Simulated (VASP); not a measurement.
Input of a VASP 6.6.1 run:

The input POSCAR:

```
Sn
1.0
    0.0000000000      3.2844597764      3.2844597764
    3.2844597764      0.0000000000      3.2844597764
    3.2844597764      3.2844597764      0.0000000000
Sn
2
Direct
    0.0000000000      0.0000000000      0.0000000000
    0.2500000000      0.2500000000      0.2500000000
```

Contents of INCAR.step1:

```
  PREC = Accurate
  ENCUT = 520
  ISMEAR = -1
  SIGMA = 0.02
  LREAL = F
  LASPH = T
  NELM = 100
  NBANDS = 21
  GGA = PE
  ALGO = Normal
  EDIFF = 1E-4
  LWAVE = T
  LCHARG = F
```

File INCAR.step2:

```
  PREC = Accurate
  ENCUT = 520
  EDIFF = 1E-7
  ISMEAR = -1
  SIGMA = 0.02
  LREAL = F
  LASPH = T
  NELM = 100
  ALGO = Normal
  ISIF = 2
  LWAVE = F
  LCHARG = T
  METAGGA = R2SCAN
  LMIXTAU = T
  LELF = T
  LVHAR = T
  NBANDS = 21
  ISTART = 1
```

The input KPOINTS:

```
Automatic mesh
0
Gamma
  6 6 6
```

Potentials or basis: VASP PAW PBE potentials, release 64 (Sn_d).

Run with:

```console
$ cat potpaw_PBE.64/Sn_d/POTCAR > POTCAR
$ cp INCAR.step1 INCAR
$ mpirun -np 1 vasp_std > vasp.out
$ cp INCAR.step2 INCAR
$ mpirun -np 1 vasp_std > vasp.out
```

Problem. Predict the band gap on the k mesh.

Solution. Zero (filled and empty bands touch).

Problem. What does it give for the pressure?

Solution. 0.0 GPa.

Caveat: the PAW data sets were made with another functional, which shifts forces and pressure a little; spin-orbit coupling is left out, which moves the levels of the heavy elements.
